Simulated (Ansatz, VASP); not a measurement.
# SbSe5: VASP beside Ansatz

```
Sb Se
1.0
     3.74537    2.16239    3.62857
    -3.74537    2.16239    3.62857
     0.00000   -4.32478    3.62857
Sb Se
1 5
Direct
  0.50000 0.50000 0.50000
  0.50000 0.50000 0.00000
  0.00000 0.50000 0.50000
  0.50000 0.00000 0.50000
  0.19603 0.19603 0.19603
  0.80397 0.80397 0.80397
```

Alike in both runs: functional PBE; k mesh 6 × 6 × 6; occupations gaussian, width 0.1 eV; no spin polarisation.

Ansatz relaxed the structure, and its values are those at the end. VASP's run is a single point on that final structure, the one shown.

```csv
,VASP,Ansatz
version,VASP 6.6.1,Ansatz 0.2.0
potentials or method,"VASP PAW PBE potentials, release 64 (Sb, Se), cutoff 520 eV","scalar-relativistic, plane waves, PAW"
valence electrons in the cell,35,95
```

|  | VASP | Ansatz | Ansatz less VASP |
| --- | --- | --- | --- |
| gap on the k mesh at the Fermi level (eV) | none | none | - |
| pressure (GPa) | 0.0 | 0.0 | +0.02 |
| rms of the force components (eV/Å) | 0.004 | 0.003 | -0.0004 |

A gap of «none» marks a metal or a gap that the smearing closes. VASP's potentials hold 35 valence electrons a cell and Ansatz's 95, so a difference there can come from the potentials and not from the codes.

Neither program's run includes spin-orbit coupling.
